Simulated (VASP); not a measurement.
Wanted: the native input for a VASP 6.6.1 run.

| Item | Value |
| --- | --- |
| Task | single point |
| Functional | PBEsol |
| Potentials or basis | VASP PAW PBE potentials, release 64 (Mg) |
| Cutoff | 520 eV |
| k mesh | 18 × 18 × 18 |
| Occupations | gaussian, width 0.05 eV |
| Spin | no spin polarisation |
| Dipole correction | no |
| Further INCAR settings | ALGO = Normal; EDIFF = 1e-06; NBANDS = 7 |

The structure of Mg lies in POSCAR:

```
Mg
1.0
   -1.7751250381      1.7751250381      1.7751250381
    1.7751250381     -1.7751250381      1.7751250381
    1.7751250381      1.7751250381     -1.7751250381
Mg
1
Direct
    0.0000000000      0.0000000000      0.0000000000
```

This isn't the form of Mg at room conditions, which is hcp.

The input as run:

INCAR

```
SYSTEM = Mg
  PREC = Accurate
  ENCUT = 520
  EDIFF = 1E-6
  ISMEAR = 0
  SIGMA = 0.05
  LREAL = .False.
  LASPH = .True.
  NELM = 100
  ALGO = Normal
  ISIF = 2
  LWAVE = .False.
  LCHARG = .False.
  GGA = PS
  NBANDS = 7
```

KPOINTS

```
regular mesh
0
Gamma
  18 18 18
  0 0 0
```

Potentials or basis: VASP PAW PBE potentials, release 64 (Mg).

Run with:

```console
$ cat potpaw_PBE.64/Mg/POTCAR > POTCAR
$ mpirun -np 1 vasp_std > vasp.out
```

Results of the run:

* Pressure: 0.1 GPa
* Band gap on the k mesh: zero (bands 1 and 2 overlap by 4.83 eV)

Caveat: the PAW data sets were made with another functional, which shifts forces and pressure a little.

Run time: 8.1 s on 1 thread of Intel(R) Xeon(R) Platinum 8488C (Sapphire Rapids), with other jobs on the host, peak memory 0.15 GiB.
